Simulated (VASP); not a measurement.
V2N3, 5 atoms in the cell. The structure is trigonal, space group P-3m1 (No. 164). The conventional cell has a = 2.613 Å, b = 2.613 Å, c = 6.196 Å, α = 90.00°, β = 90.00°, γ = 120.00°. V (site symmetry 3m) has 6 N at 1.93 to 1.94 Å and 6 V at 2.61 Å within 2.7 Å. N (site symmetry -3m) has 6 V at 1.94 Å and 8 N at 2.43 to 2.61 Å within 2.7 Å. N (site symmetry 3m) has 1 N at 1.33 Å within 1.8 Å.  This cell differs from its parent crystal: strain -0.0600 x Voigt [1, 1, 0, 0, 0, 0].

```yaml
Program: VASP 6.6.1
Task: single point
Functional: PBEsol
Potentials_or_basis: VASP PAW PBE potentials, release 64 (V_sv, N)
Cutoff: 520 eV
k_mesh: 18 × 18 × 8
Occupations: gaussian, width 0.15 eV
Spin: no spin polarisation
Dipole_correction: no
Further_INCAR_settings: ALGO = Normal; EDIFF = 1e-06; NBANDS = 28
```

Potentials or basis: VASP PAW PBE potentials, release 64 (V_sv, N).

The run is started by

```sh
$ cat potpaw_PBE.64/V_sv/POTCAR potpaw_PBE.64/N/POTCAR > POTCAR
$ mpirun -np 1 vasp_std > vasp.out
```

Hardware: 1 thread of Intel(R) Xeon(R) Platinum 8559C (Emerald Rapids), with other jobs on the host.

Question: How long does it take, and how much memory?

Answer: Wall time 4.4 min on 1 thread of Intel(R) Xeon(R) Platinum 8559C (Emerald Rapids) (shared host), peak memory 0.32 GiB. Counts: scf iterations 15, k points 266.
